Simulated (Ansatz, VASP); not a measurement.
**Two plane-wave programs on Ga3Bi2N3**

```
CELL_PARAMETERS angstrom
3.38927 0.00000 0.00000
0.00000 3.59460 0.00000
0.00000 0.00000 10.88705
ATOMIC_POSITIONS crystal
Ga 0.50000 0.00000 0.50000
Ga 0.00000 0.50000 0.00000
Ga 0.00000 0.50000 0.50000
Bi 0.00000 0.00000 0.79573
Bi 0.00000 0.00000 0.20427
N 0.50000 0.50000 0.62104
N 0.50000 0.50000 0.37896
N 0.50000 0.00000 0.00000
```

Change from the starting cell: species swapped into the Ce2Tl3Sn3 type (Pmmm, No. 47).

Alike in both runs: functional PBE; k mesh 3 × 3 × 2; occupations gaussian, width 0.15 eV; no spin polarisation.

Ansatz relaxed the structure, and its values are those at the end. VASP's run is a single point on that final structure, the one shown.

|  | VASP | Ansatz |
| --- | --- | --- |
| version | VASP 6.6.1 | Ansatz 0.2.0 |
| potentials or method | VASP PAW PBE potentials, release 64 (Ga_d, Bi_d, N), cutoff 600 eV | scalar-relativistic, plane waves, PAW |
| valence electrons in the cell | 84 | 84 |

```csv
,VASP,Ansatz,Ansatz less VASP
gap on the k mesh at the Fermi level (eV),none,none,-
pressure (GPa),0.1,0.0,-0.10
rms of the force components (eV/Å),0.004,0.010,+0.0056
```

A gap of «none» marks a metal or a gap that the smearing closes.

The k mesh is coarse, so the values compare programs but aren't converged. Neither program's run includes spin-orbit coupling.
